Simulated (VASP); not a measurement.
Here is a VASP 6.6.1 calculation.

File INCAR:

```
ALGO     = Normal         # electronic algorithm
EDIFF    = 1E-6           # SCF threshold, eV
ENCUT    = 520            # plane-wave cutoff, eV
GGA      = PE             # functional
ISIF     = 2              # what is computed and relaxed
ISMEAR   = 0              # smearing method
LASPH    = True           # aspherical terms in the spheres
LCHARG   = True           # write CHGCAR
LELF     = True           # ELF
LREAL    = False          # projectors in reciprocal space
LVHAR    = True         
LWAVE    = False          # write WAVECAR
NBANDS   = 18             # bands
NELM     = 100            # most SCF steps
PREC     = Accurate       # precision mode
SIGMA    = 0.05           # smearing width, eV
```

KPOINTS

```
k-points
0
Gamma
  8 8 8
```

The input POSCAR:

```
HfO2
1.0
    0.0000000000      2.4935625000      2.6214375000
    2.4935625000      0.0000000000      2.6214375000
    2.4935625000      2.4935625000      0.0000000000
Hf O
1 2
Direct
    0.0000000000      0.0000000000      0.0000000000
    0.2500000000      0.2500000000      0.2500000000
    0.7500000000      0.7500000000      0.7500000000
```

Potentials or basis: VASP PAW PBE potentials, release 64 (Hf_pv, O).

Command:

```console
$ cat potpaw_PBE.64/Hf_pv/POTCAR potpaw_PBE.64/O/POTCAR > POTCAR
$ mpirun -np 1 vasp_std > vasp.out
```

(1) Estimate the pressure.

(2) What does it give for the band gap on the k mesh?

Answers

(1) 0.3 GPa.

(2) 3.28 eV, indirect (least direct gap 3.49 eV).

Caveat: the cell differs from its parent crystal (strain -0.025 along x and y, +0.025 along z); spin-orbit coupling is left out, which moves the levels of the heavy elements.
